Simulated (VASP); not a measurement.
Crystal: GaSb.

```
CELL_PARAMETERS angstrom
0.00000 3.10906 3.10906
3.10906 0.00000 3.10906
3.10906 3.10906 0.00000
ATOMIC_POSITIONS crystal
Ga 0.00000 0.00000 0.00000
Sb 0.25000 0.25000 0.25000
```

- Program: VASP 6.6.1
- Task: relaxation of cell and atoms
- Functional: LDA
- Potentials or basis: VASP PAW LDA potentials, release 64 (Ga_d, Sb)
- Cutoff: 600 eV
- k mesh: 6 × 6 × 6
- Occupations: fermi-dirac, width 0.02 eV
- Spin: no spin polarisation

At the start: pressure -3.6 GPa; volume 30.05 Å³/atom.

Task: Where does the relaxation end?

Result: Over 8 steps the energy falls by 27.1 meV/atom and the volume is 27.75 Å³/atom (-7.7 %); space group F-43m (No. 216, to 0.05 Å).

Step by step:
| step | energy change (eV) | largest force (eV/Å) | pressure (GPa) | volume (Å³) |
| --- | --- | --- | --- | --- |
| 1 | 0.0000 | 0.0000 | -3.60 | 60.11 |
| 2 | -0.0505 | 0.0000 | 1.14 | 54.43 |
| 3 | -0.0541 | 0.0000 | -0.05 | 55.55 |
| 4 | -0.0541 | 0.0000 | 0.08 | 55.46 |
| 5 | -0.0541 | 0.0000 | -0.06 | 55.56 |
| 6 | -0.0541 | 0.0000 | 0.04 | 55.49 |
| 7 | -0.0541 | 0.0000 | -0.06 | 55.52 |
| 8 | -0.0541 | 0.0000 | 0.01 | 55.50 |

Final structure:
```
Ga Sb
1.0
     0.00000    3.02757    3.02757
     3.02757    0.00000    3.02757
     3.02757    3.02757    0.00000
Ga Sb
1 1
Direct
  0.00000 0.00000 0.00000
  0.25000 0.25000 0.25000
```
